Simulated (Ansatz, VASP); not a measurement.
## One calculation of MnS, two programs

```
Mn S
1.0
     0.00000    2.80000    2.80000
     2.80000    0.00000    2.80000
     2.80000    2.80000    0.00000
Mn S
1 1
Cartesian
  0.1037 -0.0631 0.0006
  1.5061 1.3376 1.4029
```

Alike in both runs: task single point; functional PBEsol; k mesh 6 × 6 × 6; occupations fermi-dirac, width 0.1 eV; collinear spin.

|  | VASP | Ansatz |
| --- | --- | --- |
| version | VASP 6.6.1 | Ansatz 0.2.0 |
| potentials or method | VASP PAW PBE potentials, release 64 (Mn_pv, S), cutoff 520 eV | plane waves, PAW |
| valence electrons in the cell | 19 | 21 |

```tsv
	VASP	Ansatz	Ansatz less VASP
rms of the force components (eV/Å)	0.009	0.009	0.0000
net moment per atom (μB)	2.41	2.41	0.000
size of the moment on the site where the two differ most (μB)	4.26	4.09	-0.171
```

VASP's potentials were made for PBE, not for PBEsol. Site moments also hang on the region over which each program counts them. Atom by atom the forces differ by 0.000 eV/Å (rms over components). VASP's potentials hold 19 valence electrons a cell and Ansatz's 21, so a difference there can come from the potentials and not from the codes. Ansatz's warnings: given moment on shells, structure snapped to symmetry.
